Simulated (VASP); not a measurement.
# Sn2PbO3 (P4/nmm) in VASP: notebook

Runs on Sn2PbO3. Level: PBE. Tasks: relaxation of cell and atoms.

Program: VASP 6.6.1. These are calculated values, not measurements. Logs are shortened: lines on timing, memory, paths and dates and some standing lists are left out, and cuts for length are marked.

## 1. The cell of the first run

Symmetry: P4/nmm, No. 129, tetragonal system. Conventional cell: a = 3.860 Å, b = 3.860 Å, c = 14.600 Å, α = 90.00°, β = 90.00°, γ = 90.00°. Sn (site symmetry 4mm) has 4 O at 2.25 Å within 3.0 Å. Within 3.0 Å of Sn (site symmetry 4mm) lie 4 O at 2.25 Å. Within 3.0 Å of Pb (site symmetry 4mm) lie 4 O at 2.25 Å. O (site symmetry 2mm) has 2 Sn at 2.25 Å and 2 Pb at 2.25 Å and 4 O at 2.73 Å within 3.0 Å. O (site symmetry -4m2) has 4 Sn at 2.25 Å and 4 O at 2.73 Å within 3.0 Å.

## 2. Relaxation of cell and atoms, PBE

Contents of INCAR:

```
SYSTEM = Sn2PbO3
ALGO = Normal
EDIFF = 1E-7
EDIFFG = -0.08
ENCUT = 600
GGA = PE
GGA_COMPAT = .False.
IBRION = 2
ISIF = 3
ISMEAR = 0
LASPH = .True.
LCHARG = .False.
LREAL = .False.
LWAVE = .False.
NELM = 120
NELMIN = 4
NSW = 36
PREC = Accurate
SIGMA = 0.15
```

Contents of KPOINTS:

```
k-points
0
Gamma
  3 3 1
  0 0 0
```

Contents of POSCAR:

```
Sn2PbO3
1.0
    3.8600000000      0.0000000000      0.0000000000
    0.0000000000      3.8600000000      0.0000000000
    0.0000000000      0.0000000000     14.6000000000
Sn Pb O
4 2 6
Direct
    0.5000000000      0.0000000000      0.5880000000
    0.5000000000      0.0000000000      0.9210000000
    0.0000000000      0.5000000000      0.0790000000
    0.0000000000      0.5000000000      0.4120000000
    0.0000000000      0.5000000000      0.7460000000
    0.5000000000      0.0000000000      0.2540000000
    0.5000000000      0.5000000000      0.6667000000
    0.0000000000      0.0000000000      0.6667000000
    0.5000000000      0.5000000000      0.0000000000
    0.0000000000      0.0000000000      0.0000000000
    0.0000000000      0.0000000000      0.3333000000
    0.5000000000      0.5000000000      0.3333000000
```

Potentials or basis: VASP PAW PBE potentials, release 64 (Sn_d, Pb_d, O).

The run is started by

```console
$ cat potpaw_PBE.64/Sn_d/POTCAR potpaw_PBE.64/Pb_d/POTCAR potpaw_PBE.64/O/POTCAR > POTCAR
$ mpirun -np 1 vasp_std > vasp.out
```

OUTCAR:

```text
SYSTEM = Sn2PbO3
   EDIFF = 1E-7
   EDIFFG = -0.08
   ENCUT = 600
   GGA = PE
   IBRION = 2
   ISIF = 3
   ISMEAR = 0
   LASPH = .True.
   LREAL = .False.
   NELM = 120
   NELMIN = 4
   NSW = 36
   PREC = Accurate

 ion  position               nearest neighbor table
   1  0.500  0.000  0.588-   7 2.25   8 2.25   7 2.25   8 2.25   5 3.57   5 3.57   5 3.57   5 3.57
                             4 3.75   4 3.75   4 3.75   4 3.75
   2  0.500  0.000  0.921-   9 2.25  10 2.25   9 2.25  10 2.25   3 3.57   3 3.57   3 3.57   3 3.57
                             5 3.74   5 3.74   5 3.74   5 3.74
   3  0.000  0.500  0.079-   9 2.25  10 2.25  10 2.25   9 2.25   2 3.57   2 3.57   2 3.57   2 3.57
                             6 3.74   6 3.74   6 3.74   6 3.74
   4  0.000  0.500  0.412-  11 2.25  12 2.25  11 2.25  12 2.25   6 3.57   6 3.57   6 3.57   6 3.57
                             1 3.75   1 3.75   1 3.75   1 3.75
   5  0.000  0.500  0.746-   7 2.25   8 2.25   8 2.25   7 2.25   1 3.57   1 3.57   1 3.57   1 3.57
                             2 3.74   2 3.74   2 3.74   2 3.74
   6  0.500  0.000  0.254-  11 2.25  12 2.25  12 2.25  11 2.25   4 3.57   4 3.57   4 3.57   4 3.57
                             3 3.74   3 3.74   3 3.74   3 3.74
   7  0.500  0.500  0.667-   1 2.25   1 2.25   5 2.25   5 2.25
   8  0.000  0.000  0.667-   1 2.25   1 2.25   5 2.25   5 2.25
   9  0.500  0.500  0.000-   2 2.25   3 2.25   2 2.25   3 2.25
  10  0.000  0.000  0.000-   2 2.25   3 2.25   3 2.25   2 2.25
  11  0.000  0.000  0.333-   4 2.25   4 2.25   6 2.25   6 2.25
  12  0.500  0.500  0.333-   4 2.25   4 2.25   6 2.25   6 2.25

  LATTYP: Found a simple tetragonal cell.
 ALAT       =     3.8600000000
 C/A-ratio  =     3.7823834197

  Lattice vectors:

 A1 = (   3.8600000000,   0.0000000000,   0.0000000000)
 A2 = (   0.0000000000,   3.8600000000,   0.0000000000)
 A3 = (   0.0000000000,   0.0000000000,  14.6000000000)

Analysis of symmetry for initial positions (statically):
=====================================================================
 Subroutine PRICEL returns:
 Original cell was already a primitive cell.

 Routine SETGRP: Setting up the symmetry group for a
 simple tetragonal supercell.

 Subroutine GETGRP returns: Found 16 space group operations
 (whereof  8 operations were pure point group operations)
 out of a pool of 16 trial point group operations.

The static configuration has the point symmetry D_2d.
 The point group associated with its full space group is D_4h.

Analysis of symmetry for dynamics (positions and initial velocities):
=====================================================================
 Subroutine PRICEL returns:
 Original cell was already a primitive cell.

 Routine SETGRP: Setting up the symmetry group for a
 simple tetragonal supercell.

 Subroutine GETGRP returns: Found 16 space group operations
 (whereof  8 operations were pure point group operations)
 out of a pool of 16 trial point group operations.

The dynamic configuration has the point symmetry D_2d.
 The point group associated with its full space group is D_4h.

 Subroutine INISYM returns: Found 16 space group operations
 (whereof  8 operations are pure point group operations),
 and found     1 'primitive' translations

----------------------------------------------------------------------------------------

                                     Primitive cell

  volume of cell :     217.5342

  direct lattice vectors                    reciprocal lattice vectors
     3.860000000  0.000000000  0.000000000     0.259067358  0.000000000  0.000000000
     0.000000000  3.860000000  0.000000000     0.000000000  0.259067358  0.000000000
     0.000000000  0.000000000 14.600000000     0.000000000  0.000000000  0.068493151

  length of vectors
     3.860000000  3.860000000 14.600000000     0.259067358  0.259067358  0.068493151

  position of ions in fractional coordinates (direct lattice)
     0.500000000  0.000000000  0.588000000
     0.500000000  0.000000000  0.921000000
     0.000000000  0.500000000  0.079000000
     0.000000000  0.500000000  0.412000000
     0.000000000  0.500000000  0.746000000
     0.500000000  0.000000000  0.254000000
     0.500000000  0.500000000  0.666700000
     0.000000000  0.000000000  0.666700000
     0.500000000  0.500000000  0.000000000
     0.000000000  0.000000000  0.000000000
     0.000000000  0.000000000  0.333300000
     0.500000000  0.500000000  0.333300000

  ion indices of the primitive-cell ions
   primitive index   ion index
                 1           1
                 2           2
                 3           3
                 4           4
                 5           5
                 6           6
                 7           7
                 8           8
                 9           9
                10          10
                11          11
                12          12

----------------------------------------------------------------------------------------

 KPOINTS: k-points

Automatic generation of k-mesh.
 Grid dimensions read from file:
 generate k-points for:    3    3    1

 Generating k-lattice:

  Cartesian coordinates                     Fractional coordinates (reciprocal lattice)
     0.086355786  0.000000000  0.000000000     0.333333333  0.000000000  0.000000000
     0.000000000  0.086355786  0.000000000     0.000000000  0.333333333  0.000000000
     0.000000000  0.000000000  0.068493151     0.000000000  0.000000000  1.000000000

  Length of vectors
     0.086355786  0.086355786  0.068493151

  Shift w.r.t. Gamma in fractional coordinates (k-lattice)
     0.000000000  0.000000000  0.000000000

 Subroutine IBZKPT returns following result:
 ===========================================

 Found      3 irreducible k-points:

 Following reciprocal coordinates:
            Coordinates               Weight
  0.000000  0.000000  0.000000      1.000000
  0.333333  0.000000  0.000000      4.000000
  0.333333  0.333333  0.000000      4.000000
   k-points           NKPTS =      3   k-points in BZ     NKDIM =      3   number of bands    NBANDS=     72
   number of dos      NEDOS =    301   number of ions     NIONS =     12
   total plane-waves  NPLWV = 122880
   dimension x,y,z NGX =    32 NGY =   32 NGZ =  120
   dimension x,y,z NGXF=    64 NGYF=   64 NGZF=  240
   ions per type =               4   2   6
   NGX,Y,Z   is equivalent  to a cutoff of  13.78, 13.78, 13.66 a.u.
   NGXF,Y,Z  is equivalent  to a cutoff of  27.56, 27.56, 27.33 a.u.
 SYSTEM =  Sn2PbO3
   PREC   = accura    normal or accurate (medium, high low for compatibility)
   ISTART =      0    job   : 0-new  1-cont  2-samecut
   ICHARG =      2    charge: 1-file 2-atom 10-const
   ISPIN  =      1    spin polarized calculation?
   LNONCOLLINEAR =      F non collinear calculations
   LSORBIT =      F    spin-orbit coupling
   LASPH  =      T    aspherical Exc in radial PAW
   ENCUT  =  600.0 eV  44.10 Ry    6.64 a.u.   7.71  7.71 29.16*2*pi/ulx,y,z
   NELM   =    120;   NELMIN=  4; NELMDL= -5     # of ELM steps
   EDIFF  = 0.1E-06   stopping-criterion for ELM
   LREAL  =      F    real-space projection
   EDIFFG = -.8E-01   stopping-criterion for IOM
   NSW    =     36    number of steps for IOM
   IBRION =      2    ionic relax: 0-MD 1-quasi-New 2-CG
   NFREE  =      1    steps in history (QN), initial steepest desc. (CG)
   ISIF   =      3    stress and relaxation
   ISYM   =      2    0-nonsym 1-usesym 2-fastsym
   POTIM  = 0.5000    time-step for ionic-motion
   TEBEG  =    0.0;   TEEND  =   0.0 temperature during run
   PSTRESS=    0.0 pullay stress
   NELECT =     120.0000    total number of electrons
   NUPDOWN=      -1.0000    fix difference up-down
   EMIN   =  10.00;   EMAX   =-10.00  energy-range for DOS
   EFERMI =   0.00;   METHOD = LEGACY
   ISMEAR =     0;   SIGMA  =   0.15  broadening in eV -4-tet -1-fermi 0-gaus
   EFERMI_NEDOS =   21; number of points for ismear=-14 and -15
   IALGO  =     38    algorithm
   IMIX   =      4    mixing-type and parameters
     AMIX     =   0.40;   BMIX     =  1.00
     AMIX_MAG =   1.60;   BMIX_MAG =  1.00
  volume/ion in A,a.u.               =      18.13       122.33
  Fermi-wavevector in a.u.,A,eV,Ry     =   1.342640  2.537221 24.526962  1.802681
  Thomas-Fermi vector in A             =   2.470777
   LORBIT       =      0    0 simple, 1 ext, 2 COOP (PROOUT), +10 PAW based schemes
   GGA     = PE    functional components
   LHFCALC =     F    Hartree Fock is set to
   AEXX    =    0.0000 exact exchange contribution
   IVDW    =     0    specifies the selected vdW correction
   LEPSILON=     F    determine dielectric tensor
   LRPA    =     F    only Hartree local field effects (RPA)
 conjugate gradient relaxation of ions
 non-spin polarized calculation
 Gauss-broadening in eV      SIGMA  =   0.15
  energy-cutoff  :      600.00
  volume of cell :      217.53
 maximum number of plane-waves:      7276
 NGX is ok and might be reduce to    32
   NGX = 15   NGY = 15   NGZ = 59

--------------------------------------- Ionic step        1  -------------------------------------------

 number of electron     119.9999988 magnetization

 Free energy of the ion-electron system (eV)
  ---------------------------------------------------
  ext. energy  EPLUGINS =         0.00000000
  ---------------------------------------------------
  free energy    TOTEN  =       -66.50281827 eV

  energy without entropy =      -66.50281827  energy(sigma->0) =      -66.50281827

 E-fermi :   7.3056     XC(G=0): -10.1590

 val. band max:        6.6278761089   @ k =   0.0000   0.0000   0.0000
 cond. band min:       8.0104276460   @ k =   0.3333   0.3333   0.0000
 fundamental gap:      1.3825515371
 Fermi energy:         7.3055912565

 k-point     1 :       0.0000    0.0000    0.0000
  band No.  band energies     occupation
      1     -15.4377      2.00000
      2     -15.0636      2.00000
      3     -15.0452      2.00000
      4     -15.0452      2.00000
      5     -15.0183      2.00000
      6     -15.0026      2.00000
[... 345 lines left out ...]
  FREE ENERGIE OF THE ION-ELECTRON SYSTEM (eV)
  ---------------------------------------------------
  free  energy   TOTEN  =       -66.7746693276 eV

  energy  without entropy=      -66.7746693272  energy(sigma->0) =      -66.77466933

[... ionic steps 4 to 9 ...]

--------------------------------------- Ionic step       10  -------------------------------------------

 number of electron     119.9999945 magnetization

------------------------ aborting loop because EDIFF is reached ----------------------------------------

  FORCE on cell =-STRESS in cart. coord.  units (eV):
  Direction    XX          YY          ZZ          XY          YZ          ZX
  --------------------------------------------------------------------------------------
  -------------------------------------------------------------------------------------
  Total        0.2758078      0.2758078      1.1068507      0.0000000      0.0000000      0.0000000
  in kB        1.8947488      1.8947488      7.6038601      0.0000000      0.0000000      0.0000000
  external PRESSURE =       3.7977859 kB  Pullay stress =       0.0000000 kB
[... 77 lines left out ...]
  energy  without entropy=      -66.8213640155  energy(sigma->0) =      -66.82136402

--------------------------------------- Ionic step       12  -------------------------------------------

 number of electron     119.9999949 magnetization

 Free energy of the ion-electron system (eV)
  ---------------------------------------------------
  ext. energy  EPLUGINS =         0.00000000
  ---------------------------------------------------
  free energy    TOTEN  =       -66.82627321 eV

  energy without entropy =      -66.82627321  energy(sigma->0) =      -66.82627321

 E-fermi :   6.2563     XC(G=0):  -9.7064

 val. band max:        5.6114927201   @ k =   0.0000   0.0000   0.0000
 cond. band min:       6.9180278095   @ k =   0.0000   0.0000   0.0000
 fundamental gap:      1.3065350894
 Fermi energy:         6.2563359552

 k-point     1 :       0.0000    0.0000    0.0000
  band No.  band energies     occupation
      1     -16.4484      2.00000
      2     -16.1169      2.00000
      3     -16.1096      2.00000
      4     -16.1096      2.00000
      5     -16.0883      2.00000
      6     -16.0743      2.00000
[... 253 lines left out ...]
  FREE ENERGIE OF THE ION-ELECTRON SYSTEM (eV)
  ---------------------------------------------------
  free  energy   TOTEN  =       -66.8262732087 eV

  energy  without entropy=      -66.8262732086  energy(sigma->0) =      -66.82627321

 reached required accuracy - stopping structural energy minimisation
```

It took 7.6 min on 1 thread of AMD EPYC 9R45 (Zen 5), shared host; peak memory 0.36 GiB.

What came out:

```yaml
Free_energy: -66.8263 eV
Relaxed_volume: 19.72 Å³/atom
Relaxed_cell: a = 3.934 Å, b = 3.934 Å, c = 15.294 Å, α = 90.00°, β = 90.00°, γ = 90.00°
Space_group_after_relaxing_to_0.1_Å: P4/nmm (No. 129)
Energy_gained_by_relaxing: 27.0 meV/atom
Ionic_steps: 12
Pressure_after_relaxing: -0.1 GPa
Largest_force_after_relaxing: 0.038 eV/Å
Band_gap_on_the_k_mesh: 1.31 eV
```

Forces in eV/Å, atoms in the order of the input:
```
Sn   0.000  0.000 -0.038
Sn   0.000  0.000  0.037
Sn   0.000  0.000 -0.037
Sn   0.000  0.000  0.038
Pb   0.000  0.000  0.007
Pb   0.000  0.000 -0.007
O    0.000  0.000 -0.030
O    0.000  0.000 -0.030
O    0.000  0.000  0.000
O    0.000  0.000  0.000
O    0.000  0.000  0.030
O    0.000  0.000  0.030
```

Stress tensor (GPa, compression positive):
```
-0.17  0.00  0.00
 0.00 -0.17  0.00
 0.00  0.00  0.11
```

Step by step:
| step | energy change (eV) | largest force (eV/Å) | pressure (GPa) | volume (Å³) |
| --- | --- | --- | --- | --- |
| 1 | 0.0000 | 1.7011 | 5.44 | 217.53 |
| 2 | -0.0823 | 1.2248 | -3.98 | 237.48 |
| 3 | -0.2719 | 0.5487 | -0.16 | 227.96 |
| 4 | -0.2719 | 0.5371 | -0.07 | 227.75 |
| 5 | -0.2941 | 0.1891 | 0.29 | 228.03 |
| 6 | -0.2956 | 0.1523 | 0.42 | 228.12 |
| 7 | -0.3020 | 0.1608 | 0.11 | 229.77 |
| 8 | -0.3044 | 0.1704 | -0.20 | 231.50 |
| 9 | -0.3096 | 0.0935 | -0.01 | 232.07 |
| 10 | -0.3143 | 0.1607 | 0.38 | 233.22 |
| 11 | -0.3185 | 0.1002 | 0.23 | 234.27 |
| 12 | -0.3235 | 0.0381 | -0.08 | 236.64 |

Final structure:
```xyz
12
Lattice="3.9336 0.0000 0.0000 0.0000 3.9336 0.0000 0.0000 0.0000 15.2941" Properties=species:S:1:pos:R:3 pbc="T T T"
Sn    1.9668    0.0000    9.0151
Sn    1.9668    0.0000   14.1526
Sn    0.0000    1.9668    1.1414
Sn    0.0000    1.9668    6.2790
Pb    0.0000    1.9668   11.3941
Pb    1.9668    0.0000    3.8999
O     1.9668    1.9668   10.1503
O     0.0000    0.0000   10.1503
O     1.9668    1.9668    0.0000
O     0.0000    0.0000    0.0000
O     3.9336    0.0000    5.1438
O     1.9668    1.9668    5.1438
```

Caveat: the k points lie up to 0.53 Å⁻¹ apart in the final cell; spin-orbit coupling is left out, which moves the levels of the heavy elements; the relaxation stopped at a loose force limit of 0.08 eV/Å, so its end isn't a converged minimum.

## 3. Relaxation of cell and atoms, PBE

Contents of INCAR:

```
PREC = Accurate ; ENCUT = 600
EDIFF = 1E-7 ; ISMEAR = 0
SIGMA = 0.15 ; LREAL = F
LASPH = T ; NELM = 120
ALGO = Normal ; ISIF = 3
LWAVE = F ; LCHARG = F
GGA = PE ; IBRION = 2
NSW = 36 ; EDIFFG = -0.08
GGA_COMPAT = F ; NELMIN = 4
```

Contents of KPOINTS:

```
regular mesh
0
Gamma
  3 3 1
```

Changes to POSCAR since step 2:

```diff
@@ -9,7 +9,7 @@
     0.5000000000      0.0000000000      0.5880000000
+    0.0000000000      0.5000000000      0.7460000000
+    0.0000000000      0.5000000000      0.4120000000
+    0.5000000000      0.0000000000      0.2540000000
     0.5000000000      0.0000000000      0.9210000000
     0.0000000000      0.5000000000      0.0790000000
-    0.0000000000      0.5000000000      0.4120000000
-    0.0000000000      0.5000000000      0.7460000000
-    0.5000000000      0.0000000000      0.2540000000
     0.5000000000      0.5000000000      0.6667000000
```

Potentials or basis: VASP PAW PBE potentials, release 64 (Sn_d, Pb_d, O).

The run is started by

```console
$ cat potpaw_PBE.64/Sn_d/POTCAR potpaw_PBE.64/Pb_d/POTCAR potpaw_PBE.64/O/POTCAR > POTCAR
$ mpirun -np 1 vasp_std > vasp.out
```

It took 8.9 min on 1 thread of AMD EPYC 9R45 (Zen 5), shared host; peak memory 0.36 GiB.

The run converged. Its results:

- Free energy: -66.8208 eV
- Relaxed volume: 19.90 Å³/atom
- Relaxed cell: a = 3.928 Å, b = 3.928 Å, c = 15.474 Å, α = 90.00°, β = 90.00°, γ = 90.00°
- Space group after relaxing (to 0.1 Å): P4/nmm (No. 129)
- Energy gained by relaxing: 27.9 meV/atom
- Ionic steps: 14
- Pressure after relaxing: 0.0 GPa
- Largest force after relaxing: 0.032 eV/Å
- Band gap on the k mesh: 1.59 eV

Forces in eV/Å, atoms in the order of the input:
```
Sn   0.000  0.000 -0.026
Sn   0.000  0.000 -0.018
Sn   0.000  0.000  0.026
Sn   0.000  0.000  0.018
Pb   0.000  0.000 -0.007
Pb   0.000  0.000  0.007
O    0.000  0.000 -0.032
O    0.000  0.000 -0.032
O    0.000  0.000  0.000
O    0.000  0.000  0.000
O    0.000  0.000  0.032
O    0.000  0.000  0.032
```

Stress tensor (GPa, compression positive):
```
 0.00  0.00  0.00
 0.00  0.00  0.00
 0.00  0.00 -0.09
```

The path:
```
step  energy change (eV)  largest force (eV/Å)  pressure (GPa)  volume (Å³)
   1              0.0000                1.8676            5.46       217.53
   2             -0.0967                1.0245           -3.96       237.58
   3             -0.2653                0.5948           -0.24       228.27
   4             -0.2995                0.2250            0.09       228.65
   5             -0.3029                0.1433            0.24       228.81
   6             -0.3080                0.1194            0.16       229.79
   7             -0.3186                0.0881           -0.06       232.72
   8             -0.3201                0.1781           -0.41       238.64
   9             -0.3224                0.1332           -0.27       236.14
  10             -0.3264                0.1137           -0.15       236.47
  11             -0.3311                0.1407            0.24       237.44
  12             -0.3339                0.0809           -0.04       238.65
  13             -0.3340                0.0804           -0.09       238.89
  14             -0.3349                0.0316           -0.03       238.75
```

Final structure:
```
Sn Pb O
1.0
     3.92798    0.00000    0.00000
     0.00000    3.92798    0.00000
     0.00000    0.00000   15.47395
Sn Pb O
4 2 6
Direct
  0.50000 0.00000 0.59011
  0.00000 0.50000 0.73816
  0.00000 0.50000 0.40989
  0.50000 0.00000 0.26184
  0.50000 0.00000 0.91998
  0.00000 0.50000 0.08002
  0.50000 0.50000 0.66431
  0.00000 0.00000 0.66431
  0.50000 0.50000 0.00000
  0.00000 0.00000 0.00000
  0.00000 0.00000 0.33569
  0.50000 0.50000 0.33569
```

Levels at points of the mesh, in eV from the valence-band top:
| k point | band 57 | band 58 | band 59 | band 60 | band 61 | band 62 | band 63 | band 64 |
| --- | --- | --- | --- | --- | --- | --- | --- | --- |
| (0.00, 0.00, 0.00) | -1.46 | -1.11 | -0.85 | 0.00 | 1.59 | 1.86 | 1.95 | 3.67 |

Caveat: the k points lie up to 0.53 Å⁻¹ apart in the final cell; spin-orbit coupling is left out, which moves the levels of the heavy elements. A k mesh can miss the band edges.
